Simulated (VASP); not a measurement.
Input of a VASP 6.6.1 run:

POSCAR

```
FePt
1.0
    2.7235000000      0.0000000000      0.0000000000
    0.0000000000      2.7235000000      0.0000000000
    0.0000000000      0.0000000000      3.7200000000
Pt Fe
1 1
Direct
    0.5000000000      0.5000000000      0.5000000000
    0.0000000000      0.0000000000      0.0000000000
```

Contents of INCAR.step1:

```
GGA = PE
ISPIN = 2
MAGMOM = 0 3
LORBIT = 11
ISMEAR = 1
SIGMA = 0.1
LWAVE = False
LCHARG = True
NBANDS = 31
PREC = Accurate
LASPH = True
LREAL = False
ALGO = Normal
EDIFF = 1E-6
NELM = 200
GGA_COMPAT = False
ENCUT = 310
LMAXMIX = 4
KPAR = 4
```

File KPOINTS.step1:

```
k-points
0
Gamma
  11 11 8
```

INCAR.step2

```
GGA = PE
ISPIN = 2
MAGMOM = 0 3
LORBIT = 11
ISMEAR = -5
LWAVE = False
LCHARG = False
NBANDS = 31
PREC = Accurate
LASPH = True
LREAL = False
ALGO = Normal
EDIFF = 1E-6
NELM = 200
GGA_COMPAT = False
ENCUT = 310
LMAXMIX = 4
NEDOS = 2001
EMIN = -8.2622
EMAX = 16.7378
ICHARG = 11
KPAR = 4
```

Contents of KPOINTS.step2:

```
Automatic mesh
0
Gamma
  13 13 10
  0 0 0
```

Potentials or basis: VASP PAW PBE potentials, release 64 (Pt, Fe).

Command:

```console
$ cat potpaw_PBE.64/Pt/POTCAR potpaw_PBE.64/Fe/POTCAR > POTCAR
$ cp INCAR.step1 INCAR
$ cp KPOINTS.step1 KPOINTS
$ mpirun -np 4 vasp_std > vasp.out
$ cp INCAR.step2 INCAR
$ cp KPOINTS.step2 KPOINTS
$ mpirun -np 4 vasp_std > vasp.out
```

Problem. Estimate the density of states at the Fermi level.

Solution. 0.68 states/eV/atom.

Problem. What does it give for the site moments?

Solution. Pt +0.32; Fe +2.91 μB.

Problem. What does it give for the net moment?

Solution. 3.25 μB per cell.

Caveat: spin-orbit coupling is left out, which moves the levels of the heavy elements.
